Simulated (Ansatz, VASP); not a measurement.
## Si15Ni: VASP beside Ansatz

```
Ni Si
1.0
     0.00000    5.46968    5.46968
     5.46968    0.00000    5.46968
     5.46968    5.46968    0.00000
Ni Si
1 15
Direct
  0.37313 0.37686 0.37440
  0.37268 0.37641 0.87485
  0.37265 0.87734 0.37392
  0.37630 0.87369 0.87123
  0.86996 0.38004 0.37757
  0.87361 0.37638 0.87488
  0.87358 0.87731 0.37395
  0.87313 0.87686 0.87440
  0.24822 0.25724 0.25472
  0.25350 0.25195 0.73861
  0.25346 0.74107 0.24949
  0.24827 0.75069 0.74818
  0.73734 0.25719 0.25477
  0.74695 0.25200 0.75165
  0.74692 0.75411 0.24954
  0.75038 0.75065 0.74822
```

Alike in both runs: functional PBE; k mesh 2 × 2 × 2; occupations gaussian, width 0.01 eV; collinear spin.

Ansatz relaxed the structure, and its values are those at the end. VASP's run is a single point on that final structure, the one shown.

```csv
,VASP,Ansatz
version,VASP 6.6.1,Ansatz 0.2.0
potentials or method,"VASP PAW PBE potentials, release 64 (Ni, Si), cutoff 520 eV","scalar-relativistic, plane waves, PAW"
valence electrons in the cell,70,78
```

|  | VASP | Ansatz | Ansatz less VASP |
| --- | --- | --- | --- |
| gap on the k mesh at the Fermi level (eV) | none | none | - |
| rms of the force components (eV/Å) | 0.007 | 0.000 | -0.0067 |
| net moment per atom (μB) | 0.02 | 0.02 | 0.000 |
| size of the moment on the site where the two differ most (μB) | 0.07 | 0.05 | -0.010 |

Site moments also hang on the region over which each program counts them. A gap of «none» marks a metal or a gap that the smearing closes. VASP's potentials hold 70 valence electrons a cell and Ansatz's 78, so a difference there can come from the potentials and not from the codes.

The k mesh is coarse, so the values compare programs but aren't converged.
